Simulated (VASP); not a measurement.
# TaN (P6/mmm) in VASP: settings compared, part 2 of 2

VASP 6.6.1. The steps go on from the part before.

**3. Single point, PBE**

This run uses another cell than the first one, of 11.66 Å³/atom.

Contents of INCAR:

```
SYSTEM = TaN
ALGO     = Normal         ! electronic algorithm
EDIFF    = 1E-6           ! SCF threshold, eV
ENCUT    = 520            ! plane-wave cutoff, eV
GGA      = PE             ! functional
ISIF     = 2              ! what is computed and relaxed
ISMEAR   = -1             ! smearing method
LASPH    = .TRUE.         ! aspherical terms in the spheres
LCHARG   = .TRUE.         ! write CHGCAR
LELF     = .TRUE.         ! ELF
LREAL    = .FALSE.        ! projectors in reciprocal space
LVHAR    = .TRUE.       
LWAVE    = .FALSE.        ! write WAVECAR
NBANDS   = 33             ! bands
NELM     = 80             ! most SCF steps
PREC     = Accurate       ! precision mode
SIGMA    = 0.05           ! smearing width, eV
```

Contents of KPOINTS:

```
k-points
0
G
  6 6 9
  0 0 0
```

Contents of POSCAR:

```
TaN
1.0
    5.2499369048      0.0000000000      0.0000000000
   -2.6249684524      4.5465787278      0.0000000000
    0.0000000000      0.0000000000      2.9320731245
Ta N
3 3
Direct
    0.0000000000      0.0000000000      0.0000000000
    0.3333333333      0.6666666667      0.5000000000
    0.6666666667      0.3333333333      0.5000000000
    0.5000000000      0.0000000000      0.0000000000
    0.5000000000      0.5000000000      0.0000000000
    0.0000000000      0.5000000000      0.0000000000
```

Potentials or basis: VASP PAW PBE potentials, release 64 (Ta_pv, N).

Launch:

```
$ cat potpaw_PBE.64/Ta_pv/POTCAR potpaw_PBE.64/N/POTCAR > POTCAR
$ mpirun -np 1 vasp_std > vasp.out
```

OUTCAR:

```text
SYSTEM = TaN
   EDIFF = 1E-6
   ENCUT = 520
   GGA = PE
   ISIF = 2
   ISMEAR = -1
   LASPH = .TRUE.
   LREAL = .FALSE.
   NELM = 80
   PREC = Accurate

 ion  position               nearest neighbor table
   1  0.000  0.000  0.000-   5 2.62   6 2.62   6 2.62   5 2.62   4 2.62   4 2.62   3 3.37   3 3.37
                             2 3.37   2 3.37   2 3.37   3 3.37   2 3.37   3 3.37   2 3.37   3 3.37
   2  0.333  0.667  0.500-   4 2.11   4 2.11   6 2.11   6 2.11   5 2.11   5 2.11   3 3.03   3 3.03
                             3 3.03   1 3.37   1 3.37   1 3.37   1 3.37   1 3.37   1 3.37
   3  0.667  0.333  0.500-   4 2.11   4 2.11   6 2.11   6 2.11   5 2.11   5 2.11   2 3.03   2 3.03
                             2 3.03   1 3.37   1 3.37   1 3.37   1 3.37   1 3.37   1 3.37
   4  0.500  0.000  0.000-   2 2.11   3 2.11   2 2.11   3 2.11   1 2.62   1 2.62
   5  0.500  0.500  0.000-   2 2.11   3 2.11   2 2.11   3 2.11   1 2.62   1 2.62
   6  0.000  0.500  0.000-   2 2.11   3 2.11   2 2.11   3 2.11   1 2.62   1 2.62

  LATTYP: Found a hexagonal cell.
 ALAT       =     5.2499369048
 C/A-ratio  =     0.5584968310

  Lattice vectors:

 A1 = (   5.2499369048,   0.0000000000,   0.0000000000)
 A2 = (  -2.6249684524,   4.5465787278,   0.0000000000)
 A3 = (   0.0000000000,   0.0000000000,   2.9320731245)

Analysis of symmetry for initial positions (statically):
=====================================================================
 Subroutine PRICEL returns:
 Original cell was already a primitive cell.

 Routine SETGRP: Setting up the symmetry group for a
 hexagonal supercell.

 Subroutine GETGRP returns: Found 24 space group operations
 (whereof 24 operations were pure point group operations)
 out of a pool of 24 trial point group operations.

The static configuration has the point symmetry D_6h.

Analysis of symmetry for dynamics (positions and initial velocities):
=====================================================================
 Subroutine PRICEL returns:
 Original cell was already a primitive cell.

 Routine SETGRP: Setting up the symmetry group for a
 hexagonal supercell.

 Subroutine GETGRP returns: Found 24 space group operations
 (whereof 24 operations were pure point group operations)
 out of a pool of 24 trial point group operations.

The dynamic configuration has the point symmetry D_6h.

 Subroutine INISYM returns: Found 24 space group operations
 (whereof 24 operations are pure point group operations),
 and found     1 'primitive' translations

----------------------------------------------------------------------------------------

                                     Primitive cell

  volume of cell :      69.9864

  direct lattice vectors                    reciprocal lattice vectors
     5.249936905  0.000000000  0.000000000     0.190478480  0.109972802  0.000000000
    -2.624968452  4.546578728  0.000000000     0.000000000  0.219945603  0.000000000
     0.000000000  0.000000000  2.932073125     0.000000000  0.000000000  0.341055614

  length of vectors
     5.249936905  5.249936905  2.932073125     0.219945603  0.219945603  0.341055614

  position of ions in fractional coordinates (direct lattice)
     0.000000000  0.000000000  0.000000000
     0.333333333  0.666666667  0.500000000
     0.666666667  0.333333333  0.500000000
     0.500000000  0.000000000  0.000000000
     0.500000000  0.500000000  0.000000000
[... 34 lines left out ...]

 Found     35 irreducible k-points:

 Following reciprocal coordinates:
            Coordinates               Weight
  0.000000  0.000000  0.000000      1.000000
  0.166667  0.000000  0.000000      6.000000
  0.333333  0.000000  0.000000      6.000000
  0.500000  0.000000  0.000000      3.000000
  0.166667  0.166667  0.000000      6.000000
  0.333333  0.166667  0.000000     12.000000
[... 16 lines left out ...]
  0.166667  0.000000  0.333333     12.000000
  0.333333  0.000000  0.333333     12.000000
 [... further k-points ...]
   k-points           NKPTS =     35   k-points in BZ     NKDIM =     35   number of bands    NBANDS=     33
   number of dos      NEDOS =    301   number of ions     NIONS =      6
   total plane-waves  NPLWV =  38400
   dimension x,y,z NGX =    40 NGY =   40 NGZ =   24
   dimension x,y,z NGXF=    80 NGYF=   80 NGZF=   48
   ions per type =               3   3
   NGX,Y,Z   is equivalent  to a cutoff of  12.67, 12.67, 13.61 a.u.
   NGXF,Y,Z  is equivalent  to a cutoff of  25.33, 25.33, 27.22 a.u.
 SYSTEM =  TaN
   PREC   = accura    normal or accurate (medium, high low for compatibility)
   ISTART =      0    job   : 0-new  1-cont  2-samecut
   ICHARG =      2    charge: 1-file 2-atom 10-const
   ISPIN  =      1    spin polarized calculation?
   LNONCOLLINEAR =      F non collinear calculations
   LSORBIT =      F    spin-orbit coupling
   LASPH  =      T    aspherical Exc in radial PAW
   ENCUT  =  520.0 eV  38.22 Ry    6.18 a.u.   9.76  9.76  5.45*2*pi/ulx,y,z
   NELM   =     80;   NELMIN=  2; NELMDL= -5     # of ELM steps
   EDIFF  = 0.1E-05   stopping-criterion for ELM
   LREAL  =      F    real-space projection
   EDIFFG = 0.1E-04   stopping-criterion for IOM
   NSW    =      0    number of steps for IOM
   IBRION =     -1    ionic relax: 0-MD 1-quasi-New 2-CG
   NFREE  =      0    steps in history (QN), initial steepest desc. (CG)
   ISIF   =      2    stress and relaxation
   ISYM   =      2    0-nonsym 1-usesym 2-fastsym
   POTIM  = 0.5000    time-step for ionic-motion
   TEBEG  =    0.0;   TEEND  =   0.0 temperature during run
   PSTRESS=    0.0 pullay stress
   NELECT =      48.0000    total number of electrons
   NUPDOWN=      -1.0000    fix difference up-down
   EMIN   =  10.00;   EMAX   =-10.00  energy-range for DOS
   EFERMI =   0.00;   METHOD = LEGACY
   ISMEAR =    -1;   SIGMA  =   0.05  broadening in eV -4-tet -1-fermi 0-gaus
   EFERMI_NEDOS =   21; number of points for ismear=-14 and -15
   IALGO  =     38    algorithm
   IMIX   =      4    mixing-type and parameters
     AMIX     =   0.40;   BMIX     =  1.00
     AMIX_MAG =   1.60;   BMIX_MAG =  1.00
  volume/ion in A,a.u.               =      11.66        78.72
  Fermi-wavevector in a.u.,A,eV,Ry     =   1.443724  2.728242 28.359136  2.084338
  Thomas-Fermi vector in A             =   2.562099
   LORBIT       =      0    0 simple, 1 ext, 2 COOP (PROOUT), +10 PAW based schemes
   GGA     = PE    functional components
   LHFCALC =     F    Hartree Fock is set to
   AEXX    =    0.0000 exact exchange contribution
   IVDW    =     0    specifies the selected vdW correction
   LEPSILON=     F    determine dielectric tensor
   LRPA    =     F    only Hartree local field effects (RPA)
 non-spin polarized calculation
  energy-cutoff  :      520.00
  volume of cell :       69.99
 maximum number of plane-waves:      1906
 NGX is ok and might be reduce to    40
   NGX = 19   NGY = 19   NGZ = 11

 number of electron      48.0000003 magnetization

 Free energy of the ion-electron system (eV)
  ---------------------------------------------------
  ext. energy  EPLUGINS =         0.00000000
  ---------------------------------------------------
  free energy    TOTEN  =       -64.79299680 eV

  energy without entropy =      -64.78724547  energy(sigma->0) =      -64.79012113

 E-fermi :   7.7214     XC(G=0): -12.8777

 val. band max:        7.7072167310   @ k =   0.1667   0.0000   0.2222
 cond. band min:       7.7274033095   @ k =   0.0000   0.0000   0.2222
 fundamental gap:      0.0201865784
 Fermi energy:         7.7214253475

 k-point     1 :       0.0000    0.0000    0.0000
  band No.  band energies     occupation
      1     -28.3596      2.00000
      2     -28.3596      2.00000
      3     -28.0049      2.00000
      4     -28.0049      2.00000
      5     -27.7944      2.00000
      6     -27.6816      2.00000
[... 853 lines left out ...]
     32      11.4159      0.00000
     33      11.9992      0.00000

 [... further k-points ...]
[... 5 lines left out ...]
  --------------------------------------------------------------------------------------
  -------------------------------------------------------------------------------------
  Total        0.2667868      0.2667868      0.3862776      0.0000000      0.0000000      0.0000000
  in kB        6.1074698      6.1074698      8.8429358      0.0000000      0.0000000      0.0000000
  external PRESSURE =       7.0192918 kB  Pullay stress =       0.0000000 kB

 VOLUME and BASIS-vectors are now :
 -----------------------------------------------------------------------------
  energy-cutoff  :      520.00
  volume of cell :       69.99
      direct lattice vectors                 reciprocal lattice vectors
     5.249936905  0.000000000  0.000000000     0.190478480  0.109972802  0.000000000
    -2.624968452  4.546578728  0.000000000     0.000000000  0.219945603  0.000000000
     0.000000000  0.000000000  2.932073125     0.000000000  0.000000000  0.341055614

 POSITION                                       TOTAL-FORCE (eV/Angst)
 -----------------------------------------------------------------------------------
      0.00000      0.00000      0.00000        -0.000000      0.000000      0.000000
     -0.00000      3.03105      1.46604        -0.000000      0.000000     -0.000000
      2.62497      1.51553      1.46604        -0.000000     -0.000000      0.000000
      2.62497      0.00000      0.00000        -0.000000      0.000000      0.000000
      1.31248      2.27329      0.00000         0.000000      0.000000      0.000000
     -1.31248      2.27329      0.00000        -0.000000      0.000000      0.000000
 -----------------------------------------------------------------------------------
    total drift:                               -0.000000      0.000000     -0.000000

  FREE ENERGIE OF THE ION-ELECTRON SYSTEM (eV)
  ---------------------------------------------------
  free  energy   TOTEN  =       -64.7929968007 eV

  energy  without entropy=      -64.7872454673  energy(sigma->0) =      -64.79012113
```

Run time: 58 s. Hardware: 1 thread of Intel Xeon 6975P-C (Granite Rapids), shared host; peak memory 0.21 GiB.

Results:

| Quantity | Value |
| --- | --- |
| Free energy | -64.7930 eV |
| Pressure | 0.7 GPa |
| Band gap on the k mesh | zero (bands 24 and 25 overlap by 1.96 eV) |

Stress tensor (GPa, compression positive):
```
0.61 0.00 0.00
0.00 0.61 0.00
0.00 0.00 0.88
```

Caveat: spin-orbit coupling is left out, which moves the levels of the heavy elements.

**4. Relaxation of cell and atoms, PBE+D3(BJ)**

This run uses another cell than the first one, of 11.28 Å³/atom.

Contents of INCAR:

```
  PREC = Accurate
  ENCUT = 600
  EDIFF = 1E-6
  ISMEAR = -1
  SIGMA = 0.05
  LREAL = False
  LASPH = True
  NELM = 60
  ALGO = Normal
  ISIF = 3
  LWAVE = False
  LCHARG = False
  GGA = PE
  IVDW = 12
  IBRION = 2
  NSW = 60
  EDIFFG = -0.01
```

Contents of KPOINTS:

```
Automatic mesh
0
Gamma
  6 6 9
```

POSCAR: that of step 3 with these lines changed.

```diff
@@ -2,5 +2,5 @@
 1.0
-    5.2499369048      0.0000000000      0.0000000000
-   -2.6249684524      4.5465787278      0.0000000000
-    0.0000000000      0.0000000000      2.9320731245
+    5.1850002000      0.0000000000      0.0000000000
+   -2.5925001000      4.4903418900      0.0000000000
+    0.0000000000      0.0000000000      2.9080005300
 Ta N
```

Launch:

```
$ cat potpaw_PBE.64/Ta_pv/POTCAR potpaw_PBE.64/N/POTCAR > POTCAR
$ mpirun -np 1 vasp_std > vasp.out
```

Run time: 2.5 min. Hardware: 1 thread of Intel Xeon 6975P-C (Granite Rapids), shared host; peak memory 0.25 GiB.

Results (log left out):

- Free energy: -67.3927 eV
- Relaxed volume: 11.44 Å³/atom
- Relaxed cell: a = 5.206 Å, b = 5.206 Å, c = 2.923 Å, α = 90.00°, β = 90.00°, γ = 120.00°
- Space group after relaxing (to 0.1 Å): P6/mmm (No. 191)
- Energy gained by relaxing: 2.2 meV/atom
- Ionic steps: 5
- Pressure after relaxing: 0.0 GPa
- Band gap on the k mesh: zero (bands 24 and 25 overlap by 2.01 eV)
- Dispersion energy per atom: -0.438 eV

Step by step:
| step | energy change (eV) | largest force (eV/Å) | pressure (GPa) | volume (Å³) |
| --- | --- | --- | --- | --- |
| 1 | 0.0000 | 0.0000 | 4.50 | 67.71 |
| 2 | 0.0642 | 0.0000 | -9.89 | 70.86 |
| 3 | -0.0131 | 0.0000 | -0.01 | 68.61 |
| 4 | -0.0131 | 0.0000 | 0.08 | 68.59 |
| 5 | -0.0132 | 0.0000 | 0.04 | 68.62 |

Final structure:
```xyz
6
Lattice="5.2061 0.0000 0.0000 -2.6031 4.5086 0.0000 0.0000 0.0000 2.9234" Properties=species:S:1:pos:R:3 pbc="T T T"
Ta   -2.6031    4.5086    0.0000
Ta    0.0000    3.0058    1.4617
Ta    2.6031    1.5029    1.4617
N     2.6031    0.0000    0.0000
N     1.3015    2.2543    0.0000
N    -1.3015    2.2543    0.0000
```

Levels at points of the mesh, in eV from the Fermi level:
```tsv
k point	band 20	band 21	band 22	band 23	band 24	band 25	band 26	band 27	band 28
(0.00, 0.00, 0.00)	-2.84	-2.84	-2.32	-1.87	-1.07	-1.07	0.95	0.95	1.38
(0.50, 0.00, 0.00)	-4.46	-3.22	-2.74	-1.54	-0.52	1.48	1.95	1.97	2.36
```

Caveat: spin-orbit coupling is left out, which moves the levels of the heavy elements. Zero-point motion and thermal expansion aren't in these numbers.

**5. Relaxation of cell and atoms, PBE+D4**

This run uses another cell than the first one, of 11.28 Å³/atom.

Contents of INCAR:

```
SYSTEM = TaN
ALGO     = Normal         ! electronic algorithm
EDIFF    = 1E-7           ! SCF threshold, eV
EDIFFG   = -0.01          ! ionic threshold
ENCUT    = 600            ! plane-wave cutoff, eV
GGA      = PE             ! functional
IBRION   = 2              ! ionic algorithm
ISIF     = 3              ! what is computed and relaxed
ISMEAR   = -1             ! smearing method
IVDW     = 13             ! dispersion correction
LASPH    = .TRUE.         ! aspherical terms in the spheres
LCHARG   = .FALSE.        ! write CHGCAR
LREAL    = .FALSE.        ! projectors in reciprocal space
LWAVE    = .FALSE.        ! write WAVECAR
NELM     = 80             ! most SCF steps
NSW      = 60             ! ionic steps
PREC     = Accurate       ! precision mode
SIGMA    = 0.05           ! smearing width, eV
```

Contents of KPOINTS:

```
k-points
0
G
  6 6 9
  0 0 0
```

POSCAR is that of step 4.

Launch:

```
$ cat potpaw_PBE.64/Ta_pv/POTCAR potpaw_PBE.64/N/POTCAR > POTCAR
$ mpirun -np 1 vasp_std > vasp.out
```

Wall time 3.6 min (1 thread of Intel Xeon 6975P-C (Granite Rapids), shared host); peak memory 0.24 GiB.

Results (log left out):

```
Free energy                           : -66.5494 eV
Relaxed volume                        : 11.52 Å³/atom
Relaxed cell                          : a = 5.225 Å, b = 5.225 Å, c = 2.923 Å, α = 90.00°, β = 90.00°, γ = 120.00°
Space group after relaxing (to 0.1 Å) : P6/mmm (No. 191)
Energy gained by relaxing             : 4.6 meV/atom
Ionic steps                           : 6
Pressure after relaxing               : 0.0 GPa
Band gap on the k mesh                : zero (bands 24 and 25 overlap by 2.00 eV)
Dispersion energy per atom            : -0.295 eV
```

The path:
```csv
step,energy change (eV),largest force (eV/Å),pressure (GPa),volume (Å³)
1,0.0000,0.0000,6.52,67.71
2,0.1168,0.0000,-13.11,72.31
3,-0.0269,0.0000,0.00,69.06
4,-0.0269,0.0000,0.12,69.03
5,-0.0278,0.0000,0.03,69.14
6,-0.0278,0.0000,0.05,69.12
```

Final structure:
```cif
data_structure
_symmetry_space_group_name_H-M 'P 1'
_symmetry_Int_Tables_number 1
_cell_length_a 5.2253
_cell_length_b 5.2253
_cell_length_c 2.9230
_cell_angle_alpha 90.000
_cell_angle_beta 90.000
_cell_angle_gamma 120.000
_cell_volume 69.12
loop_
_atom_site_label
_atom_site_type_symbol
_atom_site_fract_x
_atom_site_fract_y
_atom_site_fract_z
_atom_site_occupancy
Ta1 Ta 0.00000 0.00000 0.00000 1
Ta2 Ta 0.33333 0.66667 0.50000 1
Ta3 Ta 0.66667 0.33333 0.50000 1
N1 N 0.50000 0.00000 0.00000 1
N2 N 0.50000 0.50000 0.00000 1
N3 N 0.00000 0.50000 0.00000 1
```

Levels at points of the mesh, in eV from the Fermi level:
```csv
k point,band 20,band 21,band 22,band 23,band 24,band 25,band 26,band 27,band 28
"(0.00, 0.00, 0.00)",-2.85,-2.85,-2.31,-1.88,-1.06,-1.06,0.98,0.98,1.33
"(0.50, 0.00, 0.00)",-4.41,-3.20,-2.76,-1.54,-0.54,1.46,1.94,1.96,2.37
```

Caveat: spin-orbit coupling is left out, which moves the levels of the heavy elements. Zero-point motion and thermal expansion aren't in these numbers.

**6. Summary**

| task | level | cell | cutoff (eV) | gap on the mesh (eV) | pressure (GPa) | relaxed volume (Å³/atom) |
| --- | --- | --- | --- | --- | --- | --- |
| single point | PBE+D4 | a = 5.222, b = 5.222, c = 2.921 Å, angles 90.0, 90.0, 120.0°, 6 atoms | 520 | none | 0.8 | - |
| single point | PBE | a = 5.250, b = 5.250, c = 2.932 Å, angles 90.0, 90.0, 120.0°, 6 atoms | 520 | none | 0.7 | - |
| relaxation of cell and atoms | PBE+D3(BJ) | relaxed from a = 5.185, b = 5.185, c = 2.908 Å, angles 90.0, 90.0, 120.0°, 6 atoms | 600 | none | 0.0 | 11.44 |
| relaxation of cell and atoms | PBE+D4 | relaxed from a = 5.185, b = 5.185, c = 2.908 Å, angles 90.0, 90.0, 120.0°, 6 atoms | 600 | none | 0.0 | 11.52 |

Alike in all rows: potentials or basis VASP PAW PBE potentials, release 64 (Ta_pv, N); no spin polarisation; k mesh 6 × 6 × 9; smearing fermi-dirac 0.05 eV.

Caveats: spin-orbit coupling is left out, which moves the levels of the heavy elements.

Total energies depend on the potentials used, so only differences within one code and one set of settings carry meaning.
